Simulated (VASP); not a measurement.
# Al2InN3 (P1) in VASP: single point with PBE

Aim: the single point of Al2InN3 with PBE.

Everything below comes from runs of VASP 6.6.1. Logs are shortened: lines on timing, memory, paths and dates and some standing lists are left out, and cuts for length are marked.

### Step 1. The cell of the first run

The typed cell holds 12 atoms: a = 5.715 Å, b = 5.618 Å, c = 5.267 Å, α = 90.53°, β = 89.72°, γ = 59.69°.

### Step 2. Single point, PBE (atoms moved at random and the cell strained at random)

INCAR reads:

```
ALGO = Normal ; EDIFF = 1E-6
ENCUT = 520 ; GGA = PE
ISIF = 2 ; ISMEAR = 0
LASPH = True ; LCHARG = False
LREAL = False ; LWAVE = False
NBANDS = 46 ; NELM = 60
PREC = Accurate ; SIGMA = 0.05
```

KPOINTS reads:

```
k-points
0
Gamma
  6 6 4
```

POSCAR reads:

```
Al2InN3
1.0
    4.9427068096     -2.8686858287      0.0139397636
    4.8869580934      2.7717468835     -0.0260753022
   -0.0064779679     -0.0371421203      5.2670018791
Al In N
4 2 6
Direct
    0.0110699171      0.3316577134      0.9915730679
    0.6766690408      1.0088717184      1.0181874201
    1.0341074382      0.6650330300      0.4795118869
    0.3244751924      0.0339095631      0.5012652345
    0.2847205666      0.6855565544      0.9817731771
    0.7090409280      0.3086991382      0.4787488255
   -0.0209331973      0.3368217069      0.3730592619
    0.6653776388      0.9600346039      0.3732577334
    0.9358021178      0.6650441599      0.8206063912
    0.3461448338      0.0195243264      0.8495024400
    0.2923882647      0.7327219807      0.4102419036
    0.7411372590      0.2521255047      0.8982725978
```

Potentials or basis: VASP PAW PBE potentials, release 64 (Al, In_d, N).

The run is started by

```
$ cat potpaw_PBE.64/Al/POTCAR potpaw_PBE.64/In_d/POTCAR potpaw_PBE.64/N/POTCAR > POTCAR
$ mpirun -np 1 vasp_std > vasp.out
```

OUTCAR:

```text
EDIFF = 1E-6
   ENCUT = 520
   GGA = PE
   ISIF = 2
   ISMEAR = 0
   LASPH = True
   LREAL = False
   NELM = 60
   PREC = Accurate

 ion  position               nearest neighbor table
   1  0.011  0.332  0.992-  12 1.88   9 1.93  10 1.97   7 2.02   4 3.09   5 3.09   6 3.13   5 3.15
                             3 3.21   4 3.21   2 3.23   6 3.25   2 3.29   2 3.29   3 3.34   5 3.59
   2  0.677  0.009  0.018-  12 1.71   8 1.90   9 2.02  10 2.07   6 3.00   5 3.00   3 3.16   4 3.19
                             1 3.23   1 3.29   1 3.29   5 3.31   4 3.36   6 3.37   5 3.53
   3  0.034  0.665  0.480-  11 1.74   9 1.88   8 2.00   7 2.09   5 3.01   5 3.04   4 3.07   6 3.12
                             2 3.16   1 3.21   4 3.25   6 3.33   1 3.34   6 3.35
   4  0.324  0.034  0.501-  10 1.84  11 1.85   8 1.89   7 1.97   6 3.05   3 3.07   1 3.09   2 3.19
                             1 3.21   3 3.25   6 3.26   5 3.29   2 3.36   5 3.42   6 3.52
   5  0.285  0.686  0.982-  10 2.19   9 2.23  11 2.27  12 2.55   2 3.00   3 3.01   3 3.04   1 3.09
                             1 3.15   4 3.29   2 3.31   4 3.42   6 3.47   6 3.49   2 3.53   1 3.59
   6  0.709  0.309  0.479-   7 1.72   8 2.16  12 2.23  11 2.40   2 3.00   4 3.05   3 3.12   1 3.13
                             1 3.25   4 3.26   3 3.33   3 3.35   2 3.37   5 3.47   5 3.49   4 3.52
   7  0.979  0.337  0.373-   6 1.72   4 1.97   1 2.02   3 2.09
   8  0.665  0.960  0.373-   4 1.89   2 1.90   3 2.00   6 2.16
   9  0.936  0.665  0.821-   3 1.88   1 1.93   2 2.02   5 2.23
  10  0.346  0.020  0.850-   4 1.84   1 1.97   2 2.07   5 2.19
  11  0.292  0.733  0.410-   3 1.74   4 1.85   5 2.27   6 2.40
  12  0.741  0.252  0.898-   2 1.71   1 1.88   6 2.23   5 2.55

  LATTYP: Found a triclinic cell.
 ALAT       =     5.6408501403
 B/A-ratio  =     0.9960074818
 C/A-ratio  =     0.9337487596
 COS(alpha) =     0.0091896498
 COS(beta)  =     0.0141326138
 COS(gamma) =     0.4847399996

  Lattice vectors:

 A1 = (  -0.0557487162,   5.6404327122,  -0.0400150658)
 A2 = (   4.8869580934,   2.7717468835,  -0.0260753022)
 A3 = (   0.0064779679,   0.0371421203,  -5.2670018791)

Analysis of symmetry for initial positions (statically):
=====================================================================
 Subroutine PRICEL returns:
 Original cell was already a primitive cell.

 Routine SETGRP: Setting up the symmetry group for a
 triclinic supercell.

 Subroutine GETGRP returns: Found  1 space group operations
 (whereof  1 operations were pure point group operations)
 out of a pool of  2 trial point group operations.

[... 140 lines left out ...]
   ISIF   =      2    stress and relaxation
   ISYM   =      2    0-nonsym 1-usesym 2-fastsym
   POTIM  = 0.5000    time-step for ionic-motion
   TEBEG  =    0.0;   TEEND  =   0.0 temperature during run
   PSTRESS=    0.0 pullay stress
   NELECT =      68.0000    total number of electrons
   NUPDOWN=      -1.0000    fix difference up-down
   EMIN   =  10.00;   EMAX   =-10.00  energy-range for DOS
   EFERMI =   0.00;   METHOD = LEGACY
   ISMEAR =     0;   SIGMA  =   0.05  broadening in eV -4-tet -1-fermi 0-gaus
   EFERMI_NEDOS =   21; number of points for ismear=-14 and -15
   IALGO  =     38    algorithm
   IMIX   =      4    mixing-type and parameters
     AMIX     =   0.40;   BMIX     =  1.00
     AMIX_MAG =   1.60;   BMIX_MAG =  1.00
  volume/ion in A,a.u.               =      12.17        82.10
  Fermi-wavevector in a.u.,A,eV,Ry     =   1.269028  2.398115 21.911258  1.610432
  Thomas-Fermi vector in A             =   2.402091
   LORBIT       =      0    0 simple, 1 ext, 2 COOP (PROOUT), +10 PAW based schemes
   GGA     = PE    functional components
   LHFCALC =     F    Hartree Fock is set to
   AEXX    =    0.0000 exact exchange contribution
   IVDW    =     0    specifies the selected vdW correction
   LEPSILON=     F    determine dielectric tensor
   LRPA    =     F    only Hartree local field effects (RPA)
 non-spin polarized calculation
 Gauss-broadening in eV      SIGMA  =   0.05
  energy-cutoff  :      520.00
  volume of cell :      145.99
 maximum number of plane-waves:      3959
 NGX is ok and might be reduce to    48
   NGX = 21   NGY = 21   NGZ = 19

 number of electron      67.9999989 magnetization

 Free energy of the ion-electron system (eV)
  ---------------------------------------------------
  ext. energy  EPLUGINS =         0.00000000
  ---------------------------------------------------
  free energy    TOTEN  =       -76.11472257 eV

  energy without entropy =      -76.11472257  energy(sigma->0) =      -76.11472257

 E-fermi :   6.7066     XC(G=0): -10.8641

 val. band max:        6.4303364259   @ k =   0.0000   0.0000   0.5000
 cond. band min:       7.9626616460   @ k =   0.0000   0.0000   0.0000
 fundamental gap:      1.5323252201
 Fermi energy:         6.7066133902

 k-point     1 :       0.0000    0.0000    0.0000
  band No.  band energies     occupation
      1      -9.6201      2.00000
      2      -8.3223      2.00000
      3      -7.9665      2.00000
      4      -7.5998      2.00000
      5      -7.5546      2.00000
      6      -7.4615      2.00000
[... 1165 lines left out ...]
     45      14.7861      0.00000
     46      15.3650      0.00000

 [... further k-points ...]
[... 5 lines left out ...]
  --------------------------------------------------------------------------------------
  -------------------------------------------------------------------------------------
  Total       20.8529558     -0.5817542      2.5534802     -4.0948993      3.2269454     -7.0506562
  in kB      228.8539383     -6.3845496     28.0235573    -44.9400953     35.4146030    -77.3785001
  external PRESSURE =      83.4976486 kB  Pullay stress =       0.0000000 kB

 VOLUME and BASIS-vectors are now :
 -----------------------------------------------------------------------------
  energy-cutoff  :      520.00
  volume of cell :      145.99
      direct lattice vectors                 reciprocal lattice vectors
     4.942706810 -2.868685829  0.013939764     0.099992727 -0.176311006 -0.001120337
     4.886958093  2.771746884 -0.026075302     0.103493188  0.178324089  0.001384803
    -0.006477968 -0.037142120  5.267001879     0.000247720  0.001349456  0.189871154

 POSITION                                       TOTAL-FORCE (eV/Angst)
 -----------------------------------------------------------------------------------
      1.66909      0.85069      5.21412        -0.469412     -0.047650     -0.291932
      3.38781     -1.91724      0.10499        -4.668776     -0.905475     -1.049840
      3.41547      1.72765      2.50872        -4.346270      2.442673      0.856738
      1.76625     -0.85545      2.64380        -0.038759     -0.703851     -0.486227
      4.75122      1.04695      5.15709         1.322445     -1.102036     -0.258789
      5.01008     -1.19616      2.52341        -9.250446      5.479593      4.271356
      6.48286     -1.88891      1.96977        12.592570     -5.857533     -4.828285
      7.97800      0.73835      1.95019         0.752879      0.185669     -1.204101
      7.87012     -0.87167      4.31784         0.950340     -1.115255      2.575338
      1.80080     -0.97042      4.47865         0.693599      0.956081      2.096279
      5.02331      1.17691      2.14571         0.007925     -1.873663     -1.222595
      4.88953     -1.46063      4.73496         2.453905      2.541444     -0.457943
 -----------------------------------------------------------------------------------
    total drift:                                0.000102      0.000531      0.000271

  FREE ENERGIE OF THE ION-ELECTRON SYSTEM (eV)
  ---------------------------------------------------
  free  energy   TOTEN  =       -76.1147225695 eV

  energy  without entropy=      -76.1147225695  energy(sigma->0) =      -76.11472257
```

stdout:

```text
POSCAR found type information on POSCAR AlInN
 POSCAR found :  3 types and      12 ions
 scaLAPACK will be used
 LDA part: xc-table for (Slater+PW92), standard interpolation
 POSCAR, INCAR and KPOINTS ok, starting setup
 FFT: planning ... GRIDC
 FFT: planning ... GRID_SOFT
 FFT: planning ... GRID
 WAVECAR not read
 entering main loop
```

It took 6.4 min on 1 thread of Intel Xeon 6975P-C (Granite Rapids), shared host; peak memory 0.54 GiB.

Results:

```yaml
Free_energy: -76.1147 eV
Pressure: 8.3 GPa
Largest_force: 14.704 eV/Å
Band_gap_on_the_k_mesh: 1.53 eV (least direct gap 1.54 eV)
```

Forces in eV/Å, atoms in the order of the input:
```
Al  -0.469 -0.048 -0.292
Al  -4.669 -0.905 -1.050
Al  -4.346  2.443  0.857
Al  -0.039 -0.704 -0.486
In   1.322 -1.102 -0.259
In  -9.250  5.480  4.271
N   12.593 -5.858 -4.828
N    0.753  0.186 -1.204
N    0.950 -1.115  2.575
N    0.694  0.956  2.096
N    0.008 -1.874 -1.223
N    2.454  2.541 -0.458
```

Levels at points of the mesh, in eV from the valence-band top:
```tsv
k point	band 30	band 31	band 32	band 33	band 34	band 35	band 36	band 37	band 38	band 39
(0.00, 0.00, 0.00)	-1.16	-0.57	-0.42	-0.17	-0.01	1.53	3.69	4.23	5.00	6.32
(0.50, 0.00, 0.00)	-1.30	-1.09	-0.83	-0.54	-0.25	2.78	4.21	4.77	5.02	5.34
(0.00, 0.50, 0.00)	-1.35	-0.87	-0.86	-0.56	-0.27	3.28	3.59	4.63	5.04	6.24
(0.50, 0.50, 0.00)	-1.12	-0.92	-0.89	-0.76	-0.40	3.02	3.75	4.36	4.99	5.93
(0.00, 0.00, 0.50)	-0.74	-0.70	-0.55	-0.18	0.00	3.03	3.35	5.24	5.64	6.00
(0.50, 0.00, 0.50)	-1.46	-1.21	-0.93	-0.73	-0.57	2.93	3.53	4.14	4.90	5.52
(0.00, 0.50, 0.50)	-1.42	-1.19	-0.90	-0.71	-0.50	2.94	3.65	3.99	4.89	5.50
(0.50, 0.50, 0.50)	-1.33	-1.09	-0.97	-0.77	-0.71	2.96	4.21	4.47	5.23	5.36
```

Caveat: the cell differs from its parent crystal (atoms moved at random and the cell strained at random); the cell stands under pressure; spin-orbit coupling is left out, which moves the levels of the heavy elements; forces of over 1 eV/Å act on the atoms, so gaps and moduli don't describe the material at rest.
